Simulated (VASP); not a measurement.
Write the native input for VASP 6.6.1 that does the following.

```yaml
Task: relaxation of cell and atoms
Functional: PBEsol
Potentials_or_basis: VASP PAW PBE potentials, release 64 (W_sv, N)
Cutoff: 600 eV
k_mesh: 6 × 6 × 2
Occupations: gaussian, width 0.1 eV
Spin: no spin polarisation
Dipole_correction: no
Further_INCAR_settings: ALGO = Normal; EDIFF = 1e-06; IBRION = 2; EDIFFG = -0.05; NSW = 100; ISIF = 3
```

The structure of W2N3 lies in POSCAR:

```
W2N3
1.0
    2.9193980729      0.0000000000      0.0000000000
   -1.4596990364      2.5282728948      0.0000000000
    0.0000000000      0.0000000000     15.8354010000
W N
4 6
Direct
    0.6666666700      0.3333333300      0.1571630000
    0.3333333300      0.6666666700      0.8428370000
    0.3333333300      0.6666666700      0.6571630000
    0.6666666700      0.3333333300      0.3428370000
    0.6666666700      0.3333333300      0.9135250000
    0.3333333300      0.6666666700      0.0864750000
    0.3333333300      0.6666666700      0.4135250000
    0.6666666700      0.3333333300      0.5864750000
    0.6666666700      0.3333333300      0.7500000000
    0.3333333300      0.6666666700      0.2500000000
```

One way to write it, as run:

INCAR

```
SYSTEM = W2N3
PREC = Accurate
ENCUT = 600
EDIFF = 1E-6
ISMEAR = 0
SIGMA = 0.1
LREAL = .FALSE.
LASPH = .TRUE.
NELM = 100
ALGO = Normal
ISIF = 3
LWAVE = .FALSE.
LCHARG = .FALSE.
GGA = PS
IBRION = 2
NSW = 100
EDIFFG = -0.05
```

KPOINTS

```
Automatic mesh
0
G
  6 6 2
  0 0 0
```

Potentials or basis: VASP PAW PBE potentials, release 64 (W_sv, N).

Command:

```bash
$ cat potpaw_PBE.64/W_sv/POTCAR potpaw_PBE.64/N/POTCAR > POTCAR
$ mpirun -np 1 vasp_std > vasp.out
```

Results of the run:

```yaml
Relaxed_volume: 11.36 Å³/atom
Relaxed_cell: a = 2.887 Å, b = 2.887 Å, c = 15.738 Å, α = 90.00°, β = 90.00°, γ = 120.00°
Space_group_after_relaxing_to_0.1_Å: P6_3/mmc (No. 194)
Energy_gained_by_relaxing: 10.3 meV/atom
Ionic_steps: 7
Pressure_after_relaxing: 0.2 GPa
Largest_force_after_relaxing: 0.004 eV/Å
Band_gap_on_the_k_mesh: zero (bands 43 and 44 overlap by 1.08 eV)
```

Caveat: the k points lie up to 0.42 Å⁻¹ apart in the final cell, too coarse for converged energies and pressures of a metal; the PAW data sets were made with another functional, which shifts forces and pressure a little; spin-orbit coupling is left out, which moves the levels of the heavy elements.

Wall time 6 min on 1 thread of Intel(R) Xeon(R) Platinum 8488C (Sapphire Rapids), on a shared host, peak memory 0.31 GiB.
